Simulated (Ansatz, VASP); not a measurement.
# TaSi2: VASP beside Ansatz

```
Ta Si
1.0
     4.32637    0.00000    0.00000
    -2.16318    3.74674    0.00000
     0.00000    0.00000    2.72790
Ta Si
1 2
Cartesian
  0.0000 0.0000 1.3640
  0.0000 2.4978 0.0323
  2.1632 1.2489 2.6956
```

Alike in both runs: functional PBE; k mesh 6 × 6 × 5; occupations gaussian, width 0.2 eV; no spin polarisation.

Ansatz relaxed the structure, and its values are those at the end. VASP's run is a single point on that final structure, the one shown.

```csv
,VASP,Ansatz
version,VASP 6.6.1,Ansatz 0.2.0
potentials or method,"VASP PAW PBE potentials, release 64 (Ta_pv, Si), cutoff 500 eV","scalar-relativistic, plane waves, PAW"
valence electrons in the cell,19,21
```

Ansatz gave:

| Item | Value |
| --- | --- |
| gap on the k mesh at the Fermi level (eV) | none |
| pressure (GPa) | 0.1 |
| rms of the force components (eV/Å) | 0.031 |

Problem. Which values does VASP return?

Solution. gap on the k mesh at the Fermi level (eV): none; pressure (GPa): 0.2; rms of the force components (eV/Å): 0.031.

A gap of «none» marks a metal or a gap that the smearing closes. VASP's potentials hold 19 valence electrons a cell and Ansatz's 21, so a difference there can come from the potentials and not from the codes.

The k mesh is coarse, so the values compare programs but aren't converged. Spin-orbit coupling is off throughout.
